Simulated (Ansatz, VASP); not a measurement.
## ScGaTeSe2 in VASP and in Ansatz

```
Sc Ga Te Se
1.0
     5.14742    0.00000    0.00000
     0.00000    5.14742    0.00000
     0.00000    0.00000    4.96911
Sc Ga Te Se
1 1 1 2
Direct
  0.00000 0.00000 0.00000
  0.50000 0.50000 0.00000
  0.50000 0.50000 0.50000
  0.50000 0.00000 0.50000
  0.00000 0.50000 0.50000
```

Change from the starting cell: species swapped into the ErBPd2Rh type (P4/mmm, No. 123).

Alike in both runs: task single point; functional PBE; k mesh 4 × 4 × 4; occupations gaussian, width 0.1 eV; no spin polarisation.

```csv
,VASP,Ansatz
version,VASP 6.6.1,Ansatz 0.2.0
potentials or method,"VASP PAW PBE potentials, release 64 (Sc_sv, Ga_d, Te, Se), cutoff 520 eV","scalar-relativistic, plane waves, PAW"
valence electrons in the cell,42,72
```

|  | VASP | Ansatz | Ansatz less VASP |
| --- | --- | --- | --- |
| gap on the k mesh at the Fermi level (eV) | none | none | - |
| pressure (GPa) | 8.2 | 8.1 | -0.11 |
| traceless stress, the component that is largest in VASP (GPa) | -4.07 | -4.10 | -0.038 |

A gap of «none» marks a metal or a gap that the smearing closes. The functional is the same, so the differences come from potentials, cutoffs and numerics. VASP's potentials hold 42 valence electrons a cell and Ansatz's 72, so a difference there can come from the potentials and not from the codes.

Spin-orbit coupling is off throughout.
